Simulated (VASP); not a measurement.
A run of VASP 6.6.1 is set up as follows.

Contents of INCAR:

```
SYSTEM = Zr2O
ALGO = Normal
EDIFF = 1E-7
ENCUT = 520
GGA = PS
ISIF = 2
ISMEAR = 0
LASPH = .True.
LCHARG = .True.
LELF = .True.
LREAL = .False.
LVHAR = .True.
LWAVE = .False.
NBANDS = 39
NELM = 60
PREC = Accurate
SIGMA = 0.15
```

KPOINTS

```
k-points
0
Gamma
  10 10 10
  0 0 0
```

Contents of POSCAR:

```
Zr2O
1.0
    4.6562795393      0.0000000000      0.0000000000
    0.0000000000      4.6562795393      0.0000000000
    0.0000000000      0.0000000000      4.8002881848
Zr O
4 2
Direct
    0.2500000000      0.2500000000      0.7500000000
    0.7500000000      0.2500000000      0.2500000000
    0.2500000000      0.7500000000      0.2500000000
    0.7500000000      0.7500000000      0.7500000000
    0.0000000000      0.0000000000      0.0000000000
    0.5000000000      0.5000000000      0.5000000000
```

Potentials or basis: VASP PAW PBE potentials, release 64 (Zr_sv, O).

Launch:

```sh
$ cat potpaw_PBE.64/Zr_sv/POTCAR potpaw_PBE.64/O/POTCAR > POTCAR
$ mpirun -np 1 vasp_std > vasp.out
```

(1) What does it give for the band gap on the k mesh?

(2) Predict the pressure.

Answers

(1) zero (band 30 reaches 9.51 eV, above the bottom of band 31 at 8.73 eV).

(2) 10.0 GPa.

Caveat: the cell differs from its parent crystal (strain -0.030 along x and y, +0.000 along z); the PAW data sets were made with another functional, which shifts forces and pressure a little.
